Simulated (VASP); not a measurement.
# Al (Im-3m) in VASP: notebook, part 2 of 2

VASP 6.6.1.

## Step 4: Single point, LDA

INCAR

```
SYSTEM = Al
ALGO = Normal ; EDIFF = 1E-6
ENCUT = 520 ; ISIF = 2
ISMEAR = 1 ; LASPH = .TRUE.
LCHARG = .FALSE. ; LREAL = .FALSE.
LWAVE = .FALSE. ; NBANDS = 8
NELM = 80 ; PREC = Accurate
SIGMA = 0.1
```

KPOINTS

```
k-points
0
G
  14 14 14
  0 0 0
```

POSCAR

```
Al
1.0
   -1.5912200000      1.5912200000      1.5912200000
    1.5912200000     -1.5912200000      1.5912200000
    1.5912200000      1.5912200000     -1.5912200000
Al
1
Direct
    0.0000000000      0.0000000000      0.0000000000
```

Command:

```sh
> cat potpaw_LDA.64/Al/POTCAR > POTCAR
> mpirun -np 1 vasp_std > vasp.out
```

It took 7.7 s on 1 thread of Intel Xeon 8259CL, shared host; peak memory 0.12 GiB.

It converged, with:

- Free energy: -4.0947 eV
- Pressure: 0.7 GPa

Levels at points of the mesh, in eV from the Fermi level:
| k point | band 1 | band 2 | band 3 | band 4 |
| --- | --- | --- | --- | --- |
| (0.00, 0.00, 0.00) | -11.30 | 13.29 | 13.29 | 13.29 |
| (0.50, 0.00, 0.00) | -4.41 | -3.94 | 8.18 | 8.29 |
| (0.50, 0.50, 0.50) | 1.84 | 1.84 | 1.84 | 2.98 |

## Step 5: Single point, LDA

INCAR

```
ALGO     = Normal         # electronic algorithm
EDIFF    = 1E-7           # SCF threshold, eV
ENCUT    = 520            # plane-wave cutoff, eV
GGA      = CA             # functional
ISIF     = 2              # what is computed and relaxed
ISMEAR   = 1              # smearing method
LASPH    = True           # aspherical terms in the spheres
LCHARG   = True           # write CHGCAR
LELF     = True           # ELF
LREAL    = False          # projectors in reciprocal space
LVHAR    = True         
LWAVE    = False          # write WAVECAR
NBANDS   = 8              # bands
NELM     = 80             # most SCF steps
PREC     = Accurate       # precision mode
SIGMA    = 0.05           # smearing width, eV
```

KPOINTS

```
k-points
0
Gamma
  14 14 14
```

POSCAR is that of step 4.

Potentials or basis: VASP PAW LDA potentials, release 64 (Al).

Command:

```sh
> cat potpaw_LDA.64/Al/POTCAR > POTCAR
> mpirun -np 1 vasp_std > vasp.out
```

OUTCAR:

```text
EDIFF = 1E-7
   ENCUT = 520
   GGA = CA
   ISIF = 2
   ISMEAR = 1
   LASPH = True
   LREAL = False
   NELM = 80
   PREC = Accurate

 ion  position               nearest neighbor table
   1  0.000  0.000  0.000-

  LATTYP: Found a body centered cubic cell.
 ALAT       =     3.1824400000

  Lattice vectors:

 A1 = (  -1.5912200000,   1.5912200000,   1.5912200000)
 A2 = (   1.5912200000,  -1.5912200000,   1.5912200000)
 A3 = (   1.5912200000,   1.5912200000,  -1.5912200000)

Analysis of symmetry for initial positions (statically):
=====================================================================
 Subroutine PRICEL returns:
 Original cell was already a primitive cell.

 Routine SETGRP: Setting up the symmetry group for a
 body centered cubic supercell.

 Subroutine GETGRP returns: Found 48 space group operations
 (whereof 48 operations were pure point group operations)
 out of a pool of 48 trial point group operations.

The static configuration has the point symmetry O_h .

Analysis of symmetry for dynamics (positions and initial velocities):
=====================================================================
 Subroutine PRICEL returns:
 Original cell was already a primitive cell.

 Routine SETGRP: Setting up the symmetry group for a
 body centered cubic supercell.

 Subroutine GETGRP returns: Found 48 space group operations
 (whereof 48 operations were pure point group operations)
 out of a pool of 48 trial point group operations.

The dynamic configuration has the point symmetry O_h .

 Subroutine INISYM returns: Found 48 space group operations
 (whereof 48 operations are pure point group operations),
 and found     1 'primitive' translations

----------------------------------------------------------------------------------------

                                     Primitive cell

  volume of cell :      16.1158

  direct lattice vectors                    reciprocal lattice vectors
    -1.591220000  1.591220000  1.591220000     0.000000000  0.314224306  0.314224306
     1.591220000 -1.591220000  1.591220000     0.314224306  0.000000000  0.314224306
     1.591220000  1.591220000 -1.591220000     0.314224306  0.314224306  0.000000000

  length of vectors
     2.756073886  2.756073886  2.756073886     0.444380275  0.444380275  0.444380275

  position of ions in fractional coordinates (direct lattice)
     0.000000000  0.000000000  0.000000000

  ion indices of the primitive-cell ions
   primitive index   ion index
                 1           1

----------------------------------------------------------------------------------------

 KPOINTS: k-points

Automatic generation of k-mesh.
 Grid dimensions read from file:
 generate k-points for:   14   14   14

 Generating k-lattice:

  Cartesian coordinates                     Fractional coordinates (reciprocal lattice)
     0.000000000  0.022444593  0.022444593     0.071428571  0.000000000  0.000000000
     0.022444593  0.000000000  0.022444593     0.000000000  0.071428571  0.000000000
     0.022444593  0.022444593  0.000000000     0.000000000  0.000000000  0.071428571

  Length of vectors
     0.031741448  0.031741448  0.031741448

  Shift w.r.t. Gamma in fractional coordinates (k-lattice)
     0.000000000  0.000000000  0.000000000

 Subroutine IBZKPT returns following result:
 ===========================================

 Found    104 irreducible k-points:

 Following reciprocal coordinates:
            Coordinates               Weight
  0.000000  0.000000  0.000000      1.000000
  0.071429  0.000000  0.000000     12.000000
  0.142857  0.000000  0.000000     12.000000
  0.214286  0.000000  0.000000     12.000000
  0.285714  0.000000  0.000000     12.000000
  0.357143  0.000000  0.000000     12.000000
[... 16 lines left out ...]
  0.285714  0.285714  0.000000     24.000000
  0.357143  0.285714  0.000000     24.000000
 [... further k-points ...]
   k-points           NKPTS =    104   k-points in BZ     NKDIM =    104   number of bands    NBANDS=      8
   number of dos      NEDOS =    301   number of ions     NIONS =      1
   total plane-waves  NPLWV =   8000
   dimension x,y,z NGX =    20 NGY =   20 NGZ =   20
   dimension x,y,z NGXF=    40 NGYF=   40 NGZF=   40
   ions per type =               1
   NGX,Y,Z   is equivalent  to a cutoff of  12.06, 12.06, 12.06 a.u.
   NGXF,Y,Z  is equivalent  to a cutoff of  24.13, 24.13, 24.13 a.u.
 SYSTEM =  unknown system
   PREC   = accura    normal or accurate (medium, high low for compatibility)
   ISTART =      0    job   : 0-new  1-cont  2-samecut
   ICHARG =      2    charge: 1-file 2-atom 10-const
   ISPIN  =      1    spin polarized calculation?
   LNONCOLLINEAR =      F non collinear calculations
   LSORBIT =      F    spin-orbit coupling
   LASPH  =      T    aspherical Exc in radial PAW
   ENCUT  =  520.0 eV  38.22 Ry    6.18 a.u.   5.12  5.12  5.12*2*pi/ulx,y,z
   NELM   =     80;   NELMIN=  2; NELMDL= -5     # of ELM steps
   EDIFF  = 0.1E-06   stopping-criterion for ELM
   LREAL  =      F    real-space projection
   EDIFFG = 0.1E-05   stopping-criterion for IOM
   NSW    =      0    number of steps for IOM
   IBRION =     -1    ionic relax: 0-MD 1-quasi-New 2-CG
   NFREE  =      0    steps in history (QN), initial steepest desc. (CG)
   ISIF   =      2    stress and relaxation
   ISYM   =      2    0-nonsym 1-usesym 2-fastsym
   POTIM  = 0.5000    time-step for ionic-motion
   TEBEG  =    0.0;   TEEND  =   0.0 temperature during run
   PSTRESS=    0.0 pullay stress
   NELECT =       3.0000    total number of electrons
   NUPDOWN=      -1.0000    fix difference up-down
   EMIN   =  10.00;   EMAX   =-10.00  energy-range for DOS
   EFERMI =   0.00;   METHOD = LEGACY
   ISMEAR =     1;   SIGMA  =   0.05  broadening in eV -4-tet -1-fermi 0-gaus
   EFERMI_NEDOS =   21; number of points for ismear=-14 and -15
   IALGO  =     38    algorithm
   IMIX   =      4    mixing-type and parameters
     AMIX     =   0.40;   BMIX     =  1.00
     AMIX_MAG =   1.60;   BMIX_MAG =  1.00
  volume/ion in A,a.u.               =      16.12       108.75
  Fermi-wavevector in a.u.,A,eV,Ry     =   0.934756  1.766433 11.888351  0.873769
  Thomas-Fermi vector in A             =   2.061594
   LORBIT       =      0    0 simple, 1 ext, 2 COOP (PROOUT), +10 PAW based schemes
   GGA     = CA    functional components
   LHFCALC =     F    Hartree Fock is set to
   AEXX    =    0.0000 exact exchange contribution
   IVDW    =     0    specifies the selected vdW correction
   LEPSILON=     F    determine dielectric tensor
   LRPA    =     F    only Hartree local field effects (RPA)
 non-spin polarized calculation
 Methfessel and Paxton  Order N= 1 SIGMA  =   0.05
  energy-cutoff  :      520.00
  volume of cell :       16.12
 maximum number of plane-waves:       466
   NGX = 11   NGY = 11   NGZ = 11

 number of electron       3.0000000 magnetization

 Free energy of the ion-electron system (eV)
  ---------------------------------------------------
  ext. energy  EPLUGINS =         0.00000000
  ---------------------------------------------------
  free energy    TOTEN  =        -4.09415219 eV

  energy without entropy =       -4.09357718  energy(sigma->0) =       -4.09396052

 E-fermi :   8.0830     XC(G=0): -10.4344

 val. band max:        8.0818662717   @ k =   0.2857   0.2143   0.2143
 cond. band min:       8.0838667393   @ k =   0.2857   0.2143   0.0000
 fundamental gap:      0.0020004676
 Fermi energy:         8.0829965035

 k-point     1 :       0.0000    0.0000    0.0000
  band No.  band energies     occupation
      1      -3.2200      2.00000
      2      21.3749      0.00000
      3      21.3749      0.00000
      4      21.3749      0.00000
      5      22.8129      0.00000
      6      22.8129      0.00000
      7      22.8129      0.00000
      8      24.5060      0.00000

 k-point     2 :       0.0714    0.0000    0.0000
  band No.  band energies     occupation
      1      -3.0712      2.00000
      2      19.6508      0.00000
      3      20.3899      0.00000
      4      20.8058      0.00000
      5      22.2472      0.00000
      6      23.3677      0.00000
      7      23.5837      0.00000
      8      24.0440      0.00000
[... 221 lines left out ...]
 k-point    23 :       0.2857    0.2857    0.0000
  band No.  band energies     occupation
      1       3.7369      2.00000
      2       7.3919      2.00000
      3       8.0747      1.27808
      4      15.3990      0.00000
      5      22.8971      0.00000
      6      23.2826      0.00000
      7      26.2483      0.00000
      8      29.8428      0.00000

 k-point    24 :       0.3571    0.2857    0.0000
  band No.  band energies     occupation
      1       5.3255      2.00000
      2       5.8013      2.00000
      3       7.6828      2.00000
      4      15.2734      0.00000
      5      22.9633      0.00000
      6      24.6169      0.00000
      7      24.6999      0.00000
      8      30.4450      0.00000

 [... further k-points ...]
[... 5 lines left out ...]
  --------------------------------------------------------------------------------------
  -------------------------------------------------------------------------------------
  Total        0.0730825      0.0730825      0.0730825     -0.0000000      0.0000000     -0.0000000
  in kB        7.2656321      7.2656321      7.2656321     -0.0000000      0.0000000     -0.0000000
  external PRESSURE =       7.2656321 kB  Pullay stress =       0.0000000 kB

 VOLUME and BASIS-vectors are now :
 -----------------------------------------------------------------------------
  energy-cutoff  :      520.00
  volume of cell :       16.12
      direct lattice vectors                 reciprocal lattice vectors
    -1.591220000  1.591220000  1.591220000     0.000000000  0.314224306  0.314224306
     1.591220000 -1.591220000  1.591220000     0.314224306  0.000000000  0.314224306
     1.591220000  1.591220000 -1.591220000     0.314224306  0.314224306  0.000000000

 POSITION                                       TOTAL-FORCE (eV/Angst)
 -----------------------------------------------------------------------------------
      0.00000      0.00000      0.00000        -0.000000      0.000000      0.000000
 -----------------------------------------------------------------------------------
    total drift:                                0.000000      0.000000      0.000000

  FREE ENERGIE OF THE ION-ELECTRON SYSTEM (eV)
  ---------------------------------------------------
  free  energy   TOTEN  =        -4.0941521857 eV

  energy  without entropy=       -4.0935771818  energy(sigma->0) =       -4.09396052
```

It took 8.4 s on 1 thread of Intel Xeon 8259CL, shared host; peak memory 0.12 GiB.

What came out:

* Free energy: -4.0942 eV
* Pressure: 0.7 GPa

## Step 6: Single point, LDA

INCAR

```
ALGO     = Normal         # electronic algorithm
EDIFF    = 1E-6           # SCF threshold, eV
ENCUT    = 520            # plane-wave cutoff, eV
ISIF     = 2              # what is computed and relaxed
ISMEAR   = 1              # smearing method
LASPH    = True           # aspherical terms in the spheres
LCHARG   = True           # write CHGCAR
LELF     = True           # ELF
LREAL    = False          # projectors in reciprocal space
LVHAR    = True         
LWAVE    = False          # write WAVECAR
NBANDS   = 8              # bands
NELM     = 60             # most SCF steps
PREC     = Accurate       # precision mode
SIGMA    = 0.025          # smearing width, eV
```

KPOINTS is that of step 5.

POSCAR is that of step 5.

Potentials or basis: VASP PAW LDA potentials, release 64 (Al).

Command:

```sh
> cat potpaw_LDA.64/Al/POTCAR > POTCAR
> mpirun -np 1 vasp_std > vasp.out
```

It took 8.4 s on 1 thread of Intel Xeon 8259CL, shared host; peak memory 0.12 GiB.

The run converged. Its results:

```yaml
Free_energy: -4.0939 eV
Pressure: 0.8 GPa
```

Levels at points of the mesh, in eV from the Fermi level:
```tsv
k point	band 1	band 2	band 3	band 4	band 5
(0.00, 0.00, 0.00)	-11.30	13.29	13.29	13.29	14.73
(0.50, 0.00, 0.00)	-4.41	-3.95	8.17	8.29	10.05
(0.50, 0.50, 0.50)	1.84	1.84	1.84	2.97	2.97
```

## Step 7: Summary

```tsv
smearing	gap on the mesh (eV)	pressure (GPa)
methfessel-paxton 0.25 eV	none	0.7
methfessel-paxton 0.15 eV	none	0.7
methfessel-paxton 0.1 eV	none	0.7
methfessel-paxton 0.05 eV	none	0.7
methfessel-paxton 0.025 eV	none	0.8
```

Alike in all rows: task single point; level LDA; potentials or basis VASP PAW LDA potentials, release 64 (Al); no spin polarisation; cell as given; k mesh 14 × 14 × 14; cutoff (eV) 520.

Every run on the cell as given and a fine mesh finds a metal.

Total energies depend on the potentials used, so only differences within one code and one set of settings carry meaning.
